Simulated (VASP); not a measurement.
# Tl (P6_3/mmc) in VASP: further runs

Tl is run at these levels: PBEsol; tasks: single point.

Program: VASP 6.6.1. These are calculated values, not measurements. Logs are shortened: lines on timing, memory, paths and dates and some standing lists are left out, and cuts for length are marked.

## 1. The cell of the first run

The structure is hexagonal, space group P6_3/mmc (No. 194). Conventional cell: a = 3.491 Å, b = 3.491 Å, c = 5.525 Å, α = 90.00°, β = 90.00°, γ = 120.00°. Within 4.5 Å of Tl (site symmetry -6m2) lie 12 Tl at 3.42 to 3.49 Å.

## 2. Single point, PBEsol

The input, INCAR:

```
SYSTEM = Tl
PREC = Accurate ; ENCUT = 520
EDIFF = 1E-7 ; ISMEAR = -1
SIGMA = 0.05 ; LREAL = .FALSE.
LASPH = .TRUE. ; NELM = 60
ALGO = Fast ; ISIF = 2
LWAVE = .FALSE. ; LCHARG = .TRUE.
GGA = PS ; LELF = .TRUE.
LVHAR = .TRUE. ; NBANDS = 20
```

The input, KPOINTS:

```
regular mesh
0
G
  7 7 4
  0 0 0
```

The input, POSCAR:

```
Tl
1.0
    3.4905600000      0.0000000000      0.0000000000
   -1.7452800000      3.0229136335      0.0000000000
    0.0000000000      0.0000000000      5.5250000000
Tl
2
Direct
    0.6666666667      0.3333333333      0.7500000000
    0.3333333333      0.6666666667      0.2500000000
```

Potentials or basis: VASP PAW PBE potentials, release 64 (Tl_d).

On the command line:

```console
$ cat potpaw_PBE.64/Tl_d/POTCAR > POTCAR
$ mpirun -np 1 vasp_std > vasp.out
```

OUTCAR:

```text
SYSTEM = Tl
   PREC = Accurate
   ENCUT = 520
   EDIFF = 1E-7
   ISMEAR = -1
   LREAL = .FALSE.
   LASPH = .TRUE.
   NELM = 60
   ISIF = 2
   GGA = PS

 ion  position               nearest neighbor table
   1  0.667  0.333  0.750-   2 3.42   2 3.42   2 3.42   2 3.42   2 3.42   2 3.42
   2  0.333  0.667  0.250-   1 3.42   1 3.42   1 3.42   1 3.42   1 3.42   1 3.42

  LATTYP: Found a hexagonal cell.
 ALAT       =     3.4905600000
 C/A-ratio  =     1.5828405757

  Lattice vectors:

 A1 = (   3.4905600000,   0.0000000000,   0.0000000000)
 A2 = (  -1.7452800000,   3.0229136335,   0.0000000000)
 A3 = (   0.0000000000,   0.0000000000,   5.5250000000)

Analysis of symmetry for initial positions (statically):
=====================================================================
 Subroutine PRICEL returns:
 Original cell was already a primitive cell.

 Routine SETGRP: Setting up the symmetry group for a
 hexagonal supercell.

 Subroutine GETGRP returns: Found 24 space group operations
 (whereof 12 operations were pure point group operations)
 out of a pool of 24 trial point group operations.

The static configuration has the point symmetry D_3d.
 The point group associated with its full space group is D_6h.

Analysis of symmetry for dynamics (positions and initial velocities):
=====================================================================
 Subroutine PRICEL returns:
 Original cell was already a primitive cell.

 Routine SETGRP: Setting up the symmetry group for a
 hexagonal supercell.

 Subroutine GETGRP returns: Found 24 space group operations
 (whereof 12 operations were pure point group operations)
 out of a pool of 24 trial point group operations.

The dynamic configuration has the point symmetry D_3d.
 The point group associated with its full space group is D_6h.

 Subroutine INISYM returns: Found 24 space group operations
 (whereof 12 operations are pure point group operations),
 and found     1 'primitive' translations

----------------------------------------------------------------------------------------

                                     Primitive cell

  volume of cell :      58.2979

  direct lattice vectors                    reciprocal lattice vectors
     3.490560000  0.000000000  0.000000000     0.286486982  0.165403336  0.000000000
    -1.745280000  3.022913633  0.000000000     0.000000000  0.330806672  0.000000000
     0.000000000  0.000000000  5.525000000     0.000000000  0.000000000  0.180995475

  length of vectors
     3.490560000  3.490560000  5.525000000     0.330806672  0.330806672  0.180995475

  position of ions in fractional coordinates (direct lattice)
     0.666666667  0.333333333  0.750000000
     0.333333333  0.666666667  0.250000000

  ion indices of the primitive-cell ions
   primitive index   ion index
                 1           1
                 2           2

----------------------------------------------------------------------------------------

 KPOINTS: regular mesh

Automatic generation of k-mesh.
 Grid dimensions read from file:
 generate k-points for:    7    7    4

 Generating k-lattice:

  Cartesian coordinates                     Fractional coordinates (reciprocal lattice)
     0.040926712  0.023629048  0.000000000     0.142857143  0.000000000  0.000000000
     0.000000000  0.047258096  0.000000000     0.000000000  0.142857143  0.000000000
     0.000000000  0.000000000  0.045248869     0.000000000  0.000000000  0.250000000

  Length of vectors
     0.047258096  0.047258096  0.045248869

  Shift w.r.t. Gamma in fractional coordinates (k-lattice)
     0.000000000  0.000000000  0.000000000

 Subroutine IBZKPT returns following result:
 ===========================================

 Found     24 irreducible k-points:

 Following reciprocal coordinates:
            Coordinates               Weight
  0.000000  0.000000  0.000000      1.000000
  0.142857  0.000000  0.000000      6.000000
  0.285714  0.000000  0.000000      6.000000
  0.428571  0.000000  0.000000      6.000000
  0.142857  0.142857  0.000000      6.000000
  0.285714  0.142857  0.000000     12.000000
[... 16 lines left out ...]
  0.428571  0.142857  0.500000      6.000000
  0.285714  0.285714  0.500000      6.000000
   k-points           NKPTS =     24   k-points in BZ     NKDIM =     24   number of bands    NBANDS=     20
   number of dos      NEDOS =    301   number of ions     NIONS =      2
   total plane-waves  NPLWV =  32928
   dimension x,y,z NGX =    28 NGY =   28 NGZ =   42
   dimension x,y,z NGXF=    56 NGYF=   56 NGZF=   84
   ions per type =               2
   NGX,Y,Z   is equivalent  to a cutoff of  13.34, 13.34, 12.64 a.u.
   NGXF,Y,Z  is equivalent  to a cutoff of  26.67, 26.67, 25.28 a.u.
 SYSTEM =  Tl
   PREC   = accura    normal or accurate (medium, high low for compatibility)
   ISTART =      0    job   : 0-new  1-cont  2-samecut
   ICHARG =      2    charge: 1-file 2-atom 10-const
   ISPIN  =      1    spin polarized calculation?
   LNONCOLLINEAR =      F non collinear calculations
   LSORBIT =      F    spin-orbit coupling
   LASPH  =      T    aspherical Exc in radial PAW
   ENCUT  =  520.0 eV  38.22 Ry    6.18 a.u.   6.49  6.49 10.27*2*pi/ulx,y,z
   NELM   =     60;   NELMIN=  2; NELMDL= -5     # of ELM steps
   EDIFF  = 0.1E-06   stopping-criterion for ELM
   LREAL  =      F    real-space projection
   EDIFFG = 0.1E-05   stopping-criterion for IOM
   NSW    =      0    number of steps for IOM
   IBRION =     -1    ionic relax: 0-MD 1-quasi-New 2-CG
   NFREE  =      0    steps in history (QN), initial steepest desc. (CG)
   ISIF   =      2    stress and relaxation
   ISYM   =      2    0-nonsym 1-usesym 2-fastsym
   POTIM  = 0.5000    time-step for ionic-motion
   TEBEG  =    0.0;   TEEND  =   0.0 temperature during run
   PSTRESS=    0.0 pullay stress
   NELECT =      26.0000    total number of electrons
   NUPDOWN=      -1.0000    fix difference up-down
   EMIN   =  10.00;   EMAX   =-10.00  energy-range for DOS
   EFERMI =   0.00;   METHOD = LEGACY
   ISMEAR =    -1;   SIGMA  =   0.05  broadening in eV -4-tet -1-fermi 0-gaus
   EFERMI_NEDOS =   21; number of points for ismear=-14 and -15
   IALGO  =     68    algorithm
   IMIX   =      4    mixing-type and parameters
     AMIX     =   0.40;   BMIX     =  1.00
     AMIX_MAG =   1.60;   BMIX_MAG =  1.00
  volume/ion in A,a.u.               =      29.15       196.71
  Fermi-wavevector in a.u.,A,eV,Ry     =   1.250782  2.363635 21.285706  1.564455
  Thomas-Fermi vector in A             =   2.384760
   LORBIT       =      0    0 simple, 1 ext, 2 COOP (PROOUT), +10 PAW based schemes
   GGA     = PS    functional components
   LHFCALC =     F    Hartree Fock is set to
   AEXX    =    0.0000 exact exchange contribution
   IVDW    =     0    specifies the selected vdW correction
   LEPSILON=     F    determine dielectric tensor
   LRPA    =     F    only Hartree local field effects (RPA)
 non-spin polarized calculation
 RMM-DIIS sequential band-by-band and
  energy-cutoff  :      520.00
  volume of cell :       58.30
 maximum number of plane-waves:      1587
 NGX is ok and might be reduce to    28
   NGX = 13   NGY = 13   NGZ = 21

 number of electron      25.9999998 magnetization

 Free energy of the ion-electron system (eV)
  ---------------------------------------------------
  ext. energy  EPLUGINS =         0.00000000
  ---------------------------------------------------
  free energy    TOTEN  =        -5.19359436 eV

  energy without entropy =       -5.17609949  energy(sigma->0) =       -5.18484693

 E-fermi :   6.1838     XC(G=0): -10.2716

 val. band max:        6.1152167301   @ k =   0.1429   0.0000   0.2500
 cond. band min:       6.1921035496   @ k =   0.2857   0.1429   0.5000
 fundamental gap:      0.0768868195
 Fermi energy:         6.1838438458

 k-point     1 :       0.0000    0.0000    0.0000
  band No.  band energies     occupation
      1      -5.5274      2.00000
      2      -5.3061      2.00000
      3      -5.2720      2.00000
      4      -5.2720      2.00000
      5      -5.2191      2.00000
      6      -5.2191      2.00000
[... 12 lines left out ...]
     19      16.7702      0.00000
     20      17.1511      0.00000

 k-point     2 :       0.1429    0.0000    0.0000
  band No.  band energies     occupation
      1      -5.4829      2.00000
      2      -5.3445      2.00000
      3      -5.2399      2.00000
      4      -5.2338      2.00000
      5      -5.2290      2.00000
      6      -5.1956      2.00000
[... 12 lines left out ...]
     19      16.4005      0.00000
     20      18.1569      0.00000

 k-point     3 :       0.2857    0.0000    0.0000
  band No.  band energies     occupation
      1      -5.5414      2.00000
      2      -5.3679      2.00000
      3      -5.3381      2.00000
      4      -5.2994      2.00000
      5      -5.2071      2.00000
      6      -5.0473      2.00000
[... 12 lines left out ...]
     19      15.3469      0.00000
     20      16.7347      0.00000

 k-point     4 :       0.4286    0.0000    0.0000
  band No.  band energies     occupation
      1      -5.6202      2.00000
      2      -5.4848      2.00000
      3      -5.3909      2.00000
      4      -5.3498      2.00000
      5      -5.1301      2.00000
      6      -5.1139      2.00000
[... 12 lines left out ...]
     19      14.4146      0.00000
     20      15.9563      0.00000

 k-point     5 :       0.1429    0.1429    0.0000
  band No.  band energies     occupation
      1      -5.4345      2.00000
      2      -5.3975      2.00000
      3      -5.3286      2.00000
      4      -5.2816      2.00000
      5      -5.1925      2.00000
      6      -5.1387      2.00000
[... 12 lines left out ...]
     19      16.0705      0.00000
     20      16.9151      0.00000

 k-point     6 :       0.2857    0.1429    0.0000
  band No.  band energies     occupation
      1      -5.5041      2.00000
      2      -5.4651      2.00000
      3      -5.3444      2.00000
      4      -5.3176      2.00000
      5      -5.1513      2.00000
      6      -5.1022      2.00000
[... 12 lines left out ...]
     19      14.7262      0.00000
     20      16.6587      0.00000

 k-point     7 :       0.4286    0.1429    0.0000
  band No.  band energies     occupation
      1      -5.5437      2.00000
      2      -5.5270      2.00000
      3      -5.3365      2.00000
      4      -5.3256      2.00000
      5      -5.1432      2.00000
      6      -5.1093      2.00000
[... 12 lines left out ...]
     19      14.3458      0.00000
     20      16.4278      0.00000
[... 277 lines left out ...]
 k-point    20 :       0.4286    0.0000    0.5000
  band No.  band energies     occupation
      1      -5.5141      2.00000
      2      -5.5141      2.00000
      3      -5.4493      2.00000
      4      -5.4493      2.00000
      5      -5.1012      2.00000
      6      -5.1012      2.00000
[... 12 lines left out ...]
     19      14.7941      0.00000
     20      14.7941      0.00000

 k-point    21 :       0.1429    0.1429    0.5000
  band No.  band energies     occupation
      1      -5.4267      2.00000
      2      -5.4267      2.00000
      3      -5.2786      2.00000
      4      -5.2786      2.00000
      5      -5.1849      2.00000
      6      -5.1849      2.00000
[... 12 lines left out ...]
     19      17.2110      0.00000
     20      17.2110      0.00000

 k-point    22 :       0.2857    0.1429    0.5000
  band No.  band energies     occupation
      1      -5.4801      2.00000
      2      -5.4801      2.00000
      3      -5.3323      2.00000
      4      -5.3323      2.00000
      5      -5.1307      2.00000
      6      -5.1307      2.00000
[... 12 lines left out ...]
     19      17.1581      0.00000
     20      17.1581      0.00000

 k-point    23 :       0.4286    0.1429    0.5000
  band No.  band energies     occupation
      1      -5.4985      2.00000
      2      -5.4985      2.00000
      3      -5.3824      2.00000
      4      -5.3824      2.00000
      5      -5.1374      2.00000
      6      -5.1374      2.00000
[... 12 lines left out ...]
     19      16.5115      0.00000
     20      16.5115      0.00000

 k-point    24 :       0.2857    0.2857    0.5000
  band No.  band energies     occupation
      1      -5.4738      2.00000
      2      -5.4738      2.00000
      3      -5.2449      2.00000
      4      -5.2449      2.00000
      5      -5.1524      2.00000
      6      -5.1524      2.00000
[... 12 lines left out ...]
     19      17.3260      0.00000
     20      17.3261      0.00000

------------------------ aborting loop because EDIFF is reached ----------------------------------------

  FORCE on cell =-STRESS in cart. coord.  units (eV):
  Direction    XX          YY          ZZ          XY          YZ          ZX
  --------------------------------------------------------------------------------------
  -------------------------------------------------------------------------------------
  Total       -0.3063470     -0.3063470     -0.0487620      0.0000000      0.0000000     -0.0000000
  in kB       -8.4192048     -8.4192048     -1.3401062      0.0000000      0.0000000     -0.0000000
  external PRESSURE =      -6.0595053 kB  Pullay stress =       0.0000000 kB

 VOLUME and BASIS-vectors are now :
 -----------------------------------------------------------------------------
  energy-cutoff  :      520.00
  volume of cell :       58.30
      direct lattice vectors                 reciprocal lattice vectors
     3.490560000  0.000000000  0.000000000     0.286486982  0.165403336  0.000000000
    -1.745280000  3.022913633  0.000000000     0.000000000  0.330806672  0.000000000
     0.000000000  0.000000000  5.525000000     0.000000000  0.000000000  0.180995475

 POSITION                                       TOTAL-FORCE (eV/Angst)
 -----------------------------------------------------------------------------------
      1.74528      1.00764      4.14375         0.000000     -0.000000      0.000000
     -0.00000      2.01528      1.38125        -0.000000      0.000000      0.000000
 -----------------------------------------------------------------------------------
    total drift:                               -0.000000      0.000000      0.000000

  FREE ENERGIE OF THE ION-ELECTRON SYSTEM (eV)
  ---------------------------------------------------
  free  energy   TOTEN  =        -5.1935943643 eV

  energy  without entropy=       -5.1760994880  energy(sigma->0) =       -5.18484693
```

Wall time 45 s (1 thread of Intel Xeon 8259CL, shared host); peak memory 0.18 GiB.

Results:

```yaml
Free_energy: -5.1936 eV
Pressure: -0.6 GPa
Band_gap_on_the_k_mesh: zero (bands 13 and 14 overlap by 5.41 eV)
```

Stress tensor (GPa, compression positive):
```
-0.84  0.00  0.00
 0.00 -0.84  0.00
 0.00  0.00 -0.13
```

Caveat: the PAW data sets were made with another functional, which shifts forces and pressure a little; spin-orbit coupling is left out, which moves the levels of the heavy elements.

## 3. Single point, PBEsol

This run uses another cell than the first one, of 29.73 Å³/atom.

The input, INCAR:

```
ALGO = Fast
EDIFF = 1E-6
ENCUT = 520
GGA = PS
ISIF = 2
ISMEAR = -1
LASPH = T
LCHARG = T
LELF = T
LREAL = F
LVHAR = T
LWAVE = F
NBANDS = 20
NELM = 100
PREC = Accurate
SIGMA = 0.05
```

The input, KPOINTS:

```
k-points
0
Gamma
  7 7 4
```

The input, POSCAR:

```
Tl
1.0
    3.5251200000      0.0000000000      0.0000000000
   -1.7625600000      3.0528434714      0.0000000000
    0.0000000000      0.0000000000      5.5250000000
Tl
2
Direct
    0.6666666667      0.3333333333      0.7500000000
    0.3333333333      0.6666666667      0.2500000000
```

Potentials or basis: VASP PAW PBE potentials, release 64 (Tl_d).

On the command line:

```console
$ cat potpaw_PBE.64/Tl_d/POTCAR > POTCAR
$ mpirun -np 1 vasp_std > vasp.out
```

Wall time 43 s (1 thread of Intel Xeon 8259CL, shared host); peak memory 0.18 GiB.

It converged, with:

```
Free energy            : -5.1874 eV
Pressure               : -1.2 GPa
Band gap on the k mesh : zero (bands 13 and 14 overlap by 5.38 eV)
```

Stress tensor (GPa, compression positive):
```
-1.01  0.00  0.00
 0.00 -1.01  0.00
 0.00  0.00 -1.55
```

Levels at points of the mesh, in eV from the Fermi level:
```tsv
k point	band 10	band 11	band 12	band 13	band 14	band 15	band 16	band 17
(0.00, 0.00, 0.00)	-11.03	-9.80	-4.95	-2.66	7.48	7.48	9.54	9.54
(0.00, 0.00, 0.50)	-11.13	-8.39	-8.39	3.47	3.47	8.46	8.46	8.46
```

Caveat: the PAW data sets were made with another functional, which shifts forces and pressure a little; spin-orbit coupling is left out, which moves the levels of the heavy elements.

## 4. Single point, PBEsol

This run uses another cell than the first one, of 30.91 Å³/atom.

The input, INCAR:

```
PREC = Accurate
ENCUT = 520
EDIFF = 1E-6
ISMEAR = -1
SIGMA = 0.05
LREAL = False
LASPH = True
NELM = 80
ALGO = Normal
ISIF = 2
LWAVE = False
LCHARG = False
GGA = PS
NBANDS = 20
```

The input, KPOINTS:

```
regular mesh
0
Gamma
  7 7 4
```

The input, POSCAR:

```
Tl
1.0
    3.5942400000      0.0000000000      0.0000000000
   -1.7971200000      3.1127031473      0.0000000000
    0.0000000000      0.0000000000      5.5250000000
Tl
2
Direct
    0.6666666667      0.3333333333      0.7500000000
    0.3333333333      0.6666666667      0.2500000000
```

Potentials or basis: VASP PAW PBE potentials, release 64 (Tl_d).

On the command line:

```console
$ cat potpaw_PBE.64/Tl_d/POTCAR > POTCAR
$ mpirun -np 1 vasp_std > vasp.out
```

OUTCAR:

```text
PREC = Accurate
   ENCUT = 520
   EDIFF = 1E-6
   ISMEAR = -1
   LREAL = False
   LASPH = True
   NELM = 80
   ISIF = 2
   GGA = PS

 ion  position               nearest neighbor table
   1  0.667  0.333  0.750-   2 3.46   2 3.46   2 3.46   2 3.46   2 3.46   2 3.46
   2  0.333  0.667  0.250-   1 3.46   1 3.46   1 3.46   1 3.46   1 3.46   1 3.46

  LATTYP: Found a hexagonal cell.
 ALAT       =     3.5942400000
 C/A-ratio  =     1.5371817130

  Lattice vectors:

[... 736 lines left out ...]
     20      16.6762      0.00000

------------------------ aborting loop because EDIFF is reached ----------------------------------------

  FORCE on cell =-STRESS in cart. coord.  units (eV):
  Direction    XX          YY          ZZ          XY          YZ          ZX
  --------------------------------------------------------------------------------------
  -------------------------------------------------------------------------------------
  Total       -0.6188596     -0.6188596     -1.3275525      0.0000000      0.0000000      0.0000000
  in kB      -16.0407857    -16.0407857    -34.4100440      0.0000000      0.0000000      0.0000000
  external PRESSURE =     -22.1638718 kB  Pullay stress =       0.0000000 kB

 VOLUME and BASIS-vectors are now :
 -----------------------------------------------------------------------------
  energy-cutoff  :      520.00
  volume of cell :       61.81
      direct lattice vectors                 reciprocal lattice vectors
     3.594240000  0.000000000  0.000000000     0.278222934  0.160632086  0.000000000
    -1.797120000  3.112703147  0.000000000     0.000000000  0.321264172  0.000000000
     0.000000000  0.000000000  5.525000000     0.000000000  0.000000000  0.180995475

 POSITION                                       TOTAL-FORCE (eV/Angst)
 -----------------------------------------------------------------------------------
      1.79712      1.03757      4.14375         0.000000      0.000000      0.000000
     -0.00000      2.07514      1.38125        -0.000000     -0.000000      0.000000
 -----------------------------------------------------------------------------------
    total drift:                               -0.000000      0.000000      0.000000

  FREE ENERGIE OF THE ION-ELECTRON SYSTEM (eV)
  ---------------------------------------------------
  free  energy   TOTEN  =        -5.1703759063 eV

  energy  without entropy=       -5.1568221631  energy(sigma->0) =       -5.16359903
```

It took 40 s on 1 thread of Intel Xeon 8259CL, shared host; peak memory 0.18 GiB.

What came out:

- Free energy: -5.1704 eV
- Pressure: -2.2 GPa
- Band gap on the k mesh: zero (bands 13 and 14 overlap by 5.34 eV)

Stress tensor (GPa, compression positive):
```
-1.60  0.00  0.00
 0.00 -1.60  0.00
 0.00  0.00 -3.44
```

Caveat: the PAW data sets were made with another functional, which shifts forces and pressure a little; spin-orbit coupling is left out, which moves the levels of the heavy elements.

[end of part 1 of 2]
